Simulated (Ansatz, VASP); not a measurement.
# Two plane-wave programs on Cr3PtC

```
CELL_PARAMETERS angstrom
3.85204 0.00000 0.00000
0.00000 3.85204 0.00000
0.00000 0.00000 3.85204
ATOMIC_POSITIONS crystal
Pt 0.00000 0.00000 0.00000
C 0.50000 0.50000 0.50000
Cr 0.50000 0.50000 0.00000
Cr 0.50000 0.00000 0.50000
Cr 0.00000 0.50000 0.50000
```

Alike in both runs: functional PBE; k mesh 10 × 10 × 10; occupations gaussian, width 0.1 eV; no spin polarisation.

Ansatz relaxed the structure, and its values are those at the end. VASP's run is a single point on that final structure, the one shown.

```csv
,VASP,Ansatz
version,VASP 6.6.1,Ansatz 0.2.0
potentials or method,"VASP PAW PBE potentials, release 64 (Pt, C, Cr_pv), cutoff 520 eV","scalar-relativistic, plane waves, PAW"
valence electrons in the cell,50,64
```

|  | VASP | Ansatz | Ansatz less VASP |
| --- | --- | --- | --- |
| gap on the k mesh at the Fermi level (eV) | none | none | - |
| pressure (GPa) | -0.1 | 0.0 | +0.18 |

A gap of «none» marks a metal or a gap that the smearing closes. VASP's potentials hold 50 valence electrons a cell and Ansatz's 64, so a difference there can come from the potentials and not from the codes.

Spin-orbit coupling is off throughout.
